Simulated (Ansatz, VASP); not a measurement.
## SiC: VASP beside Ansatz

```
CELL_PARAMETERS angstrom
3.09188 0.00000 0.00000
-1.54594 2.67765 0.00000
0.00000 0.00000 5.07489
ATOMIC_POSITIONS crystal
Si 0.33333 0.66667 0.00459
Si 0.66667 0.33333 0.50459
C 0.33333 0.66667 0.38041
C 0.66667 0.33333 0.88041
```

Alike in both runs: functional PBE; k mesh 12 × 12 × 6; occupations gaussian, width 0.02 eV; no spin polarisation.

Ansatz relaxed the structure, and its values are those at the end. VASP's run is a single point on that final structure, the one shown.

|  | VASP | Ansatz |
| --- | --- | --- |
| version | VASP 6.6.1 | Ansatz 0.2.0 |
| potentials or method | VASP PAW PBE potentials, release 64 (Si, C), cutoff 600 eV | scalar-relativistic, all-electron LAPW |

|  | VASP | Ansatz | Ansatz less VASP |
| --- | --- | --- | --- |
| gap on the k mesh at the Fermi level (eV) | 2.30 | 2.30 | +0.001 |
| least direct gap on the mesh (eV) | 3.94 | 3.94 | +0.001 |
| pressure (GPa) | -0.2 | 0.0 | +0.20 |

Ansatz ran all-electron here, and VASP with PAW potentials.
